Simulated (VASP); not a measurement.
Input of a VASP 6.6.1 run:

Contents of INCAR:

```
PREC = Accurate
ENCUT = 520
EDIFF = 1E-6
ISMEAR = 0
SIGMA = 0.1
LREAL = F
LASPH = T
NELM = 100
ALGO = Normal
ISIF = 2
LWAVE = F
LCHARG = F
LDIPOL = T
IDIPOL = 3
DIPOL = 0.5 0.5 0.500
GGA = PE
NBANDS = 21
```

KPOINTS

```
Automatic mesh
0
Gamma
  12 12 1
```

POSCAR

```
Ge
1.0
    4.1810000000      0.0000000000      0.0000000000
   -2.0905000000      3.6208522132      0.0000000000
    0.0000000000      0.0000000000     28.0000000000
Ge
2
Direct
    0.3333333333      0.6666666667      0.5000000000
    0.6666666667      0.3333333333      0.5000000000
```

Potentials or basis: VASP PAW PBE potentials, release 64 (Ge_d).

The run is started by

```bash
$ cat potpaw_PBE.64/Ge_d/POTCAR > POTCAR
$ mpirun -np 1 vasp_std > vasp.out
```

Predict the band gap on the k mesh.

zero (bands 14 and 15 overlap by 1.75 eV).
